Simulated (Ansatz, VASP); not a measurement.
**Two plane-wave programs on CdSe**

```
Cd Se
1.0
     4.25211    0.00000    0.00000
    -2.12605    3.68243    0.00000
     0.00000    0.00000    6.93220
Cd Se
2 2
Cartesian
  0.0000 2.4550 0.0314
  2.1261 1.2275 3.4975
  0.0000 2.4550 2.6375
  2.1261 1.2275 6.1036
```

Alike in both runs: task single point; functional r2SCAN; k mesh 6 × 6 × 4; no spin polarisation.

```csv
,VASP,Ansatz
version,VASP 6.6.1,Ansatz 0.2.0
potentials or method,"VASP PAW PBE potentials, release 64 (Cd, Se)","plane waves, PAW"
plane-wave cutoff (eV),520,500
occupations,"gaussian, width 0.01 eV",fixed
valence electrons in the cell,36,72
```

```csv
,VASP,Ansatz,Ansatz less VASP
gap on the k mesh at the Fermi level (eV),1.24,1.25,+0.009
pressure (GPa),4.0,3.7,-0.32
rms of the force components (eV/Å),0.005,0.003,-0.0010
```

VASP's potentials were made for PBE, not for r2SCAN. Atom by atom the forces differ by 0.001 eV/Å (rms over components). VASP's potentials hold 36 valence electrons a cell and Ansatz's 72, so a difference there can come from the potentials and not from the codes.
